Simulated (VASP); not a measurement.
Wanted: the native input for a VASP 6.6.1 run.

* Task: single point
* Functional: PBE
* Potentials or basis: VASP PAW PBE potentials, release 64 (Si)
* Cutoff: 500 eV
* k mesh: 8 × 8 × 8
* Occupations: gaussian, width 0.02 eV
* Spin: no spin polarisation
* Dipole correction: no
* Further INCAR settings: ALGO = Normal; EDIFF = 1e-06; NBANDS = 11

The structure of Si lies in POSCAR:

```
Si
1.0
    0.0000000000      2.7349662038      2.7349662038
    2.7349662038      0.0000000000      2.7349662038
    2.7349662038      2.7349662038      0.0000000000
Si
2
Direct
    0.0000000000      0.0000000000      0.0000000000
    0.2500000000      0.2500000000      0.2500000000
```

One way to write it, as run:

INCAR

```
ALGO     = Normal         # electronic algorithm
EDIFF    = 1E-6           # SCF threshold, eV
ENCUT    = 500            # plane-wave cutoff, eV
GGA      = PE             # functional
GGA_COMPAT= F            
ISIF     = 2              # what is computed and relaxed
ISMEAR   = 0              # smearing method
LASPH    = T              # aspherical terms in the spheres
LCHARG   = T              # write CHGCAR
LELF     = T              # ELF
LREAL    = F              # projectors in reciprocal space
LVHAR    = T            
LWAVE    = F              # write WAVECAR
NBANDS   = 11             # bands
NELM     = 120            # most SCF steps
PREC     = Accurate       # precision mode
SIGMA    = 0.02           # smearing width, eV
```

KPOINTS

```
k-points
0
Gamma
  8 8 8
```

Potentials or basis: VASP PAW PBE potentials, release 64 (Si).

Run with:

```sh
$ cat potpaw_PBE.64/Si/POTCAR > POTCAR
$ mpirun -np 1 vasp_std > vasp.out
```

Results of the run:

The pressure is -0.1 GPa and the band gap on the k mesh is 0.65 eV, indirect (least direct gap 2.56 eV).

Wall time 5.4 s on 1 thread of Intel(R) Xeon(R) 6975P-C (Granite Rapids), on a shared host, peak memory 0.14 GiB.
